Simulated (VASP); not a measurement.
# GaP (lda) (F-43m) in VASP: notebook, part 2 of 2

VASP 6.6.1.

### 3 Single point, LDA

The input, INCAR:

```
  ALGO = Normal
  EDIFF = 1E-6
  ENCUT = 500
  GGA = CA
  GGA_COMPAT = False
  ISIF = 2
  ISMEAR = 0
  LASPH = True
  LCHARG = True
  LELF = True
  LREAL = False
  LVHAR = True
  LWAVE = False
  NBANDS = 16
  NELM = 120
  PREC = Accurate
  SIGMA = 0.02
```

The input, KPOINTS:

```
k-points
0
Gamma
  10 10 10
```

The input, POSCAR:

```
GaP
1.0
    0.0000000000      2.6956550727      2.6956550727
    2.6956550727      0.0000000000      2.6956550727
    2.6956550727      2.6956550727      0.0000000000
Ga P
1 1
Direct
    0.0000000000      0.0000000000      0.0000000000
    0.7500000000      0.7500000000      0.7500000000
```

Potentials or basis: VASP PAW LDA potentials, release 64 (Ga_d, P).

Started as:

```sh
$ cat potpaw_LDA.64/Ga_d/POTCAR potpaw_LDA.64/P/POTCAR > POTCAR
$ mpirun -np 1 vasp_std > vasp.out
```

OUTCAR:

```text
EDIFF = 1E-6
   ENCUT = 500
   GGA = CA
   ISIF = 2
   ISMEAR = 0
   LASPH = True
   LREAL = False
   NELM = 120
   PREC = Accurate

 ion  position               nearest neighbor table
   1  0.000  0.000  0.000-   2 2.33   2 2.33   2 2.33   2 2.33
   2  0.750  0.750  0.750-   1 2.33   1 2.33   1 2.33   1 2.33

  LATTYP: Found a face centered cubic cell.
 ALAT       =     5.3913101454

  Lattice vectors:

 A1 = (   0.0000000000,   2.6956550727,   2.6956550727)
 A2 = (   2.6956550727,   0.0000000000,   2.6956550727)
 A3 = (   2.6956550727,   2.6956550727,   0.0000000000)

Analysis of symmetry for initial positions (statically):
[... 5 lines left out ...]
 face centered cubic supercell.

 Subroutine GETGRP returns: Found 24 space group operations
 (whereof 24 operations were pure point group operations)
 out of a pool of 48 trial point group operations.

The static configuration has the point symmetry T_d .

Analysis of symmetry for dynamics (positions and initial velocities):
[... 5 lines left out ...]
 face centered cubic supercell.

 Subroutine GETGRP returns: Found 24 space group operations
 (whereof 24 operations were pure point group operations)
 out of a pool of 48 trial point group operations.

The dynamic configuration has the point symmetry T_d .

 Subroutine INISYM returns: Found 24 space group operations
 (whereof 24 operations are pure point group operations),
 and found     1 'primitive' translations

----------------------------------------------------------------------------------------

                                     Primitive cell

  volume of cell :      39.1763

  direct lattice vectors                    reciprocal lattice vectors
     0.000000000  2.695655073  2.695655073    -0.185483672  0.185483672  0.185483672
     2.695655073  0.000000000  2.695655073     0.185483672 -0.185483672  0.185483672
     2.695655073  2.695655073  0.000000000     0.185483672  0.185483672 -0.185483672

  length of vectors
     3.812231963  3.812231963  3.812231963     0.321267143  0.321267143  0.321267143

  position of ions in fractional coordinates (direct lattice)
     0.000000000  0.000000000  0.000000000
     0.750000000  0.750000000  0.750000000

  ion indices of the primitive-cell ions
   primitive index   ion index
                 1           1
                 2           2

----------------------------------------------------------------------------------------

 KPOINTS: k-points

Automatic generation of k-mesh.
 Grid dimensions read from file:
 generate k-points for:   10   10   10

 Generating k-lattice:

  Cartesian coordinates                     Fractional coordinates (reciprocal lattice)
    -0.018548367  0.018548367  0.018548367     0.100000000  0.000000000  0.000000000
     0.018548367 -0.018548367  0.018548367     0.000000000  0.100000000  0.000000000
     0.018548367  0.018548367 -0.018548367     0.000000000  0.000000000  0.100000000

  Length of vectors
     0.032126714  0.032126714  0.032126714

  Shift w.r.t. Gamma in fractional coordinates (k-lattice)
     0.000000000  0.000000000  0.000000000

 Subroutine IBZKPT returns following result:
 ===========================================

 Found     47 irreducible k-points:

 Following reciprocal coordinates:
            Coordinates               Weight
  0.000000  0.000000  0.000000      1.000000
  0.100000  0.000000  0.000000      8.000000
  0.200000  0.000000  0.000000      8.000000
  0.300000  0.000000  0.000000      8.000000
  0.400000  0.000000  0.000000      8.000000
  0.500000  0.000000  0.000000      4.000000
[... 16 lines left out ...]
  0.300000  0.300000  0.000000      6.000000
  0.400000  0.300000  0.000000     24.000000
 [... further k-points ...]
   k-points           NKPTS =     47   k-points in BZ     NKDIM =     47   number of bands    NBANDS=     16
   number of dos      NEDOS =    301   number of ions     NIONS =      2
   total plane-waves  NPLWV =  21952
   dimension x,y,z NGX =    28 NGY =   28 NGZ =   28
   dimension x,y,z NGXF=    56 NGYF=   56 NGZF=   56
   ions per type =               1   1
   NGX,Y,Z   is equivalent  to a cutoff of  12.21, 12.21, 12.21 a.u.
   NGXF,Y,Z  is equivalent  to a cutoff of  24.42, 24.42, 24.42 a.u.
 SYSTEM =  unknown system
   PREC   = accura    normal or accurate (medium, high low for compatibility)
   ISTART =      0    job   : 0-new  1-cont  2-samecut
   ICHARG =      2    charge: 1-file 2-atom 10-const
   ISPIN  =      1    spin polarized calculation?
   LNONCOLLINEAR =      F non collinear calculations
   LSORBIT =      F    spin-orbit coupling
   LASPH  =      T    aspherical Exc in radial PAW
   ENCUT  =  500.0 eV  36.75 Ry    6.06 a.u.   6.95  6.95  6.95*2*pi/ulx,y,z
   NELM   =    120;   NELMIN=  2; NELMDL= -5     # of ELM steps
   EDIFF  = 0.1E-05   stopping-criterion for ELM
   LREAL  =      F    real-space projection
   EDIFFG = 0.1E-04   stopping-criterion for IOM
   NSW    =      0    number of steps for IOM
   IBRION =     -1    ionic relax: 0-MD 1-quasi-New 2-CG
   NFREE  =      0    steps in history (QN), initial steepest desc. (CG)
   ISIF   =      2    stress and relaxation
   ISYM   =      2    0-nonsym 1-usesym 2-fastsym
   POTIM  = 0.5000    time-step for ionic-motion
   TEBEG  =    0.0;   TEEND  =   0.0 temperature during run
   PSTRESS=    0.0 pullay stress
   NELECT =      18.0000    total number of electrons
   NUPDOWN=      -1.0000    fix difference up-down
   EMIN   =  10.00;   EMAX   =-10.00  energy-range for DOS
   EFERMI =   0.00;   METHOD = LEGACY
   ISMEAR =     0;   SIGMA  =   0.02  broadening in eV -4-tet -1-fermi 0-gaus
   EFERMI_NEDOS =   21; number of points for ismear=-14 and -15
   IALGO  =     38    algorithm
   IMIX   =      4    mixing-type and parameters
     AMIX     =   0.40;   BMIX     =  1.00
     AMIX_MAG =   1.60;   BMIX_MAG =  1.00
  volume/ion in A,a.u.               =      19.59       132.19
  Fermi-wavevector in a.u.,A,eV,Ry     =   1.263256  2.387208 21.712389  1.595816
  Thomas-Fermi vector in A             =   2.396622
   LORBIT       =      0    0 simple, 1 ext, 2 COOP (PROOUT), +10 PAW based schemes
   GGA     = CA    functional components
   LHFCALC =     F    Hartree Fock is set to
   AEXX    =    0.0000 exact exchange contribution
   IVDW    =     0    specifies the selected vdW correction
   LEPSILON=     F    determine dielectric tensor
   LRPA    =     F    only Hartree local field effects (RPA)
 non-spin polarized calculation
 Gauss-broadening in eV      SIGMA  =   0.02
  energy-cutoff  :      500.00
  volume of cell :       39.18
 maximum number of plane-waves:      1010
   NGX = 13   NGY = 13   NGZ = 13

 number of electron      17.9999998 magnetization

 Free energy of the ion-electron system (eV)
  ---------------------------------------------------
  ext. energy  EPLUGINS =         0.00000000
  ---------------------------------------------------
  free energy    TOTEN  =       -10.45298300 eV

  energy without entropy =      -10.45298300  energy(sigma->0) =      -10.45298300

 E-fermi :   4.9855     XC(G=0): -10.3111

 val. band max:        4.8471188918   @ k =   0.0000   0.0000   0.0000
 cond. band min:       6.2480804397   @ k =   0.4000   0.4000   0.0000
 fundamental gap:      1.4009615479
 Fermi energy:         4.9855487924

 k-point     1 :       0.0000    0.0000    0.0000
  band No.  band energies     occupation
      1      -9.9172      2.00000
      2      -9.9172      2.00000
      3      -9.9172      2.00000
      4      -9.8088      2.00000
      5      -9.8088      2.00000
      6      -7.9131      2.00000
[... 8 lines left out ...]
     15      14.6919      0.00000
     16      14.6919      0.00000

 k-point     2 :       0.1000    0.0000    0.0000
  band No.  band energies     occupation
      1      -9.9268      2.00000
      2      -9.9138      2.00000
      3      -9.9138      2.00000
      4      -9.8089      2.00000
      5      -9.8089      2.00000
      6      -7.7774      2.00000
[... 8 lines left out ...]
     15      14.1766      0.00000
     16      14.1766      0.00000

 k-point     3 :       0.2000    0.0000    0.0000
  band No.  band energies     occupation
      1      -9.9502      2.00000
      2      -9.9056      2.00000
      3      -9.9056      2.00000
      4      -9.8084      2.00000
      5      -9.8084      2.00000
      6      -7.3833      2.00000
[... 8 lines left out ...]
     15      13.7246      0.00000
     16      14.8089      0.00000
[... 362 lines left out ...]
 k-point    23 :       0.3000    0.3000    0.0000
  band No.  band energies     occupation
      1     -10.0059      2.00000
      2      -9.8712      2.00000
      3      -9.8712      2.00000
      4      -9.8337      2.00000
      5      -9.7930      2.00000
      6      -6.3866      2.00000
[... 8 lines left out ...]
     15      16.0551      0.00000
     16      18.6636      0.00000

 k-point    24 :       0.4000    0.3000    0.0000
  band No.  band energies     occupation
      1     -10.0184      2.00000
      2      -9.8650      2.00000
      3      -9.8625      2.00000
      4      -9.8367      2.00000
      5      -9.7907      2.00000
      6      -5.8350      2.00000
[... 8 lines left out ...]
     15      16.7278      0.00000
     16      18.6882      0.00000

 [... further k-points ...]
[... 5 lines left out ...]
  --------------------------------------------------------------------------------------
  -------------------------------------------------------------------------------------
  Total        0.0185016      0.0185016      0.0185016     -0.0000000      0.0000000      0.0000000
  in kB        0.7566547      0.7566547      0.7566547     -0.0000000      0.0000000      0.0000000
  external PRESSURE =       0.7566547 kB  Pullay stress =       0.0000000 kB

 VOLUME and BASIS-vectors are now :
 -----------------------------------------------------------------------------
  energy-cutoff  :      500.00
  volume of cell :       39.18
      direct lattice vectors                 reciprocal lattice vectors
     0.000000000  2.695655073  2.695655073    -0.185483672  0.185483672  0.185483672
     2.695655073  0.000000000  2.695655073     0.185483672 -0.185483672  0.185483672
     2.695655073  2.695655073  0.000000000     0.185483672  0.185483672 -0.185483672

 POSITION                                       TOTAL-FORCE (eV/Angst)
 -----------------------------------------------------------------------------------
      0.00000      0.00000      0.00000         0.000000      0.000000      0.000000
      4.04348      4.04348      4.04348        -0.000000     -0.000000     -0.000000
 -----------------------------------------------------------------------------------
    total drift:                               -0.000000     -0.000000     -0.000000

  FREE ENERGIE OF THE ION-ELECTRON SYSTEM (eV)
  ---------------------------------------------------
  free  energy   TOTEN  =       -10.4529829956 eV

  energy  without entropy=      -10.4529829956  energy(sigma->0) =      -10.45298300
```

It took 12 s on 1 thread of Intel Xeon Platinum 8559C (Emerald Rapids), shared host; peak memory 0.15 GiB.

What came out:

```yaml
Free_energy: -10.4530 eV
Pressure: 0.1 GPa
Band_gap_on_the_k_mesh: 1.40 eV, indirect (least direct gap 1.91 eV)
```

Levels at points of the mesh, in eV from the valence-band top:
| k point | band 6 | band 7 | band 8 | band 9 | band 10 | band 11 | band 12 | band 13 |
| --- | --- | --- | --- | --- | --- | --- | --- | --- |
| (0.00, 0.00, 0.00) | -12.76 | 0.00 | 0.00 | 0.00 | 1.91 | 3.78 | 3.78 | 3.78 |
| (0.50, 0.00, 0.00) | -10.57 | -6.90 | -1.18 | -1.18 | 1.62 | 4.62 | 4.62 | 8.11 |
| (0.50, 0.50, 0.00) | -9.60 | -7.00 | -2.82 | -2.82 | 1.43 | 1.65 | 10.70 | 10.70 |

A k mesh can miss the band edges. As with any semilocal functional, this LDA gap is likely too small.

### 4 Single point, LDA

The input, INCAR:

```
PREC     = Accurate       # precision mode
ENCUT    = 500            # plane-wave cutoff, eV
EDIFF    = 1E-6           # SCF threshold, eV
ISMEAR   = 0              # smearing method
SIGMA    = 0.02           # smearing width, eV
LREAL    = False          # projectors in reciprocal space
LASPH    = True           # aspherical terms in the spheres
NELM     = 120            # most SCF steps
ALGO     = Normal         # electronic algorithm
ISIF     = 2              # what is computed and relaxed
LWAVE    = False          # write WAVECAR
LCHARG   = False          # write CHGCAR
NBANDS   = 16             # bands
GGA_COMPAT= False
```

The input, KPOINTS:

```
Automatic mesh
0
Gamma
  10 10 10
```

POSCAR is that of step 3.

Potentials or basis: VASP PAW LDA potentials, release 64 (Ga_d, P).

Started as:

```sh
$ cat potpaw_LDA.64/Ga_d/POTCAR potpaw_LDA.64/P/POTCAR > POTCAR
$ mpirun -np 1 vasp_std > vasp.out
```

OUTCAR:

```text
PREC = Accurate
   ENCUT = 500
   EDIFF = 1E-6
   ISMEAR = 0
   LREAL = False
   LASPH = True
   NELM = 120
   ISIF = 2

 ion  position               nearest neighbor table
   1  0.000  0.000  0.000-   2 2.33   2 2.33   2 2.33   2 2.33
   2  0.750  0.750  0.750-   1 2.33   1 2.33   1 2.33   1 2.33

  LATTYP: Found a face centered cubic cell.
 ALAT       =     5.3913101454

  Lattice vectors:

 A1 = (   0.0000000000,   2.6956550727,   2.6956550727)
 A2 = (   2.6956550727,   0.0000000000,   2.6956550727)
 A3 = (   2.6956550727,   2.6956550727,   0.0000000000)

Analysis of symmetry for initial positions (statically):
[... 5 lines left out ...]
 face centered cubic supercell.

 Subroutine GETGRP returns: Found 24 space group operations
 (whereof 24 operations were pure point group operations)
 out of a pool of 48 trial point group operations.

The static configuration has the point symmetry T_d .

Analysis of symmetry for dynamics (positions and initial velocities):
[... 5 lines left out ...]
 face centered cubic supercell.

 Subroutine GETGRP returns: Found 24 space group operations
 (whereof 24 operations were pure point group operations)
 out of a pool of 48 trial point group operations.

The dynamic configuration has the point symmetry T_d .

[... 140 lines left out ...]
  ext. energy  EPLUGINS =         0.00000000
  ---------------------------------------------------
  free energy    TOTEN  =       -10.45298300 eV

  energy without entropy =      -10.45298300  energy(sigma->0) =      -10.45298300

 E-fermi :   4.9855     XC(G=0): -10.3111

 val. band max:        4.8471188918   @ k =   0.0000   0.0000   0.0000
 cond. band min:       6.2480804397   @ k =   0.4000   0.4000   0.0000
 fundamental gap:      1.4009615479
 Fermi energy:         4.9855487924

 k-point     1 :       0.0000    0.0000    0.0000
  band No.  band energies     occupation
      1      -9.9172      2.00000
      2      -9.9172      2.00000
      3      -9.9172      2.00000
      4      -9.8088      2.00000
      5      -9.8088      2.00000
      6      -7.9131      2.00000
[... 433 lines left out ...]
      3      -9.8625      2.00000
      4      -9.8367      2.00000
      5      -9.7907      2.00000
      6      -5.8350      2.00000
[... 8 lines left out ...]
     15      16.7278      0.00000
     16      18.6882      0.00000

 [... further k-points ...]
[... 5 lines left out ...]
  --------------------------------------------------------------------------------------
  -------------------------------------------------------------------------------------
  Total        0.0185016      0.0185016      0.0185016     -0.0000000      0.0000000      0.0000000
  in kB        0.7566547      0.7566547      0.7566547     -0.0000000      0.0000000      0.0000000
  external PRESSURE =       0.7566547 kB  Pullay stress =       0.0000000 kB

 VOLUME and BASIS-vectors are now :
 -----------------------------------------------------------------------------
  energy-cutoff  :      500.00
  volume of cell :       39.18
      direct lattice vectors                 reciprocal lattice vectors
     0.000000000  2.695655073  2.695655073    -0.185483672  0.185483672  0.185483672
     2.695655073  0.000000000  2.695655073     0.185483672 -0.185483672  0.185483672
     2.695655073  2.695655073  0.000000000     0.185483672  0.185483672 -0.185483672

 POSITION                                       TOTAL-FORCE (eV/Angst)
 -----------------------------------------------------------------------------------
      0.00000      0.00000      0.00000         0.000000      0.000000      0.000000
      4.04348      4.04348      4.04348        -0.000000     -0.000000     -0.000000
 -----------------------------------------------------------------------------------
    total drift:                               -0.000000     -0.000000     -0.000000

  FREE ENERGIE OF THE ION-ELECTRON SYSTEM (eV)
  ---------------------------------------------------
  free  energy   TOTEN  =       -10.4529829956 eV

  energy  without entropy=      -10.4529829956  energy(sigma->0) =      -10.45298300
```

OSZICAR:

```text
N       E                     dE             d eps       ncg     rms          rms(c)
DAV:   1     0.767961404830E+02    0.76796E+02   -0.87079E+03  1552   0.159E+03
DAV:   2    -0.462051614955E+01   -0.81417E+02   -0.77202E+02  1664   0.297E+02
DAV:   3    -0.106870668309E+02   -0.60666E+01   -0.60448E+01  1928   0.644E+01
DAV:   4    -0.107845643584E+02   -0.97498E-01   -0.97471E-01  1824   0.877E+00
DAV:   5    -0.107864437999E+02   -0.18794E-02   -0.18794E-02  1936   0.108E+00    0.449E+00
DAV:   6    -0.105082503552E+02    0.27819E+00   -0.36609E-01  2336   0.106E+01    0.290E+00
DAV:   7    -0.104577117581E+02    0.50539E-01   -0.89211E-02  2072   0.211E+00    0.108E+00
DAV:   8    -0.104530216645E+02    0.46901E-02   -0.11732E-02  1784   0.120E+00    0.211E-01
DAV:   9    -0.104529790427E+02    0.42622E-04   -0.10230E-03  2216   0.409E-01    0.637E-02
DAV:  10    -0.104529771217E+02    0.19210E-05   -0.54290E-05  2256   0.880E-02    0.267E-02
DAV:  11    -0.104529832484E+02   -0.61267E-05   -0.94884E-06  1840   0.446E-02    0.838E-03
DAV:  12    -0.104529829956E+02    0.25283E-06   -0.49099E-07  1368   0.776E-03
   1 F= -.10452983E+02 E0= -.10452983E+02  d E =-.529320E-25
```

Wall time 11 s (1 thread of Intel Xeon Platinum 8559C (Emerald Rapids), shared host); peak memory 0.15 GiB.

What came out:

```
Free energy            : -10.4530 eV
Pressure               : 0.1 GPa
Band gap on the k mesh : 1.40 eV, indirect (least direct gap 1.91 eV)
```
